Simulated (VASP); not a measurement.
Here is a VASP 6.6.1 calculation.

File INCAR:

```
SYSTEM = Ag
PREC = Accurate ; ENCUT = 520
EDIFF = 1E-7 ; ISMEAR = -1
SIGMA = 0.05 ; LREAL = .False.
LASPH = .True. ; NELM = 60
ALGO = Fast ; ISIF = 2
LWAVE = .False. ; LCHARG = .False.
GGA = PS ; IBRION = 2
NSW = 60 ; EDIFFG = -0.01
```

The input KPOINTS:

```
Automatic mesh
0
Gamma
  9 9 9
  0 0 0
```

The input POSCAR:

```
Ag
1.0
    1.4730471633      0.8504641763      7.0605570000
   -1.4730471633      0.8504641763      7.0605570000
    0.0000000000     -1.7009283525      7.0605570000
Ag
3
Direct
    0.2222810000      0.2222810000      0.2222810000
    0.7777190000      0.7777190000      0.7777190000
    0.0000000000      0.0000000000      0.0000000000
```

Potentials or basis: VASP PAW PBE potentials, release 64 (Ag).

The run is started by

```bash
$ cat potpaw_PBE.64/Ag/POTCAR > POTCAR
$ mpirun -np 1 vasp_std > vasp.out
```

Task: Estimate the band gap on the k mesh.

Result: Zero (an odd number of electrons rules out a gap without spin polarisation).

Final structure:
```cif
data_structure
_symmetry_space_group_name_H-M 'P 1'
_symmetry_Int_Tables_number 1
_cell_length_a 7.2625
_cell_length_b 7.2625
_cell_length_c 7.2625
_cell_angle_alpha 23.405
_cell_angle_beta 23.405
_cell_angle_gamma 23.405
_cell_volume 53.07
loop_
_atom_site_label
_atom_site_type_symbol
_atom_site_fract_x
_atom_site_fract_y
_atom_site_fract_z
_atom_site_occupancy
Ag1 Ag 0.22228 0.22228 0.22228 1
Ag2 Ag 0.77772 0.77772 0.77772 1
Ag3 Ag 0.00000 0.00000 0.00000 1
```

Caveat: the relaxation stopped at its first step, so nothing moved.
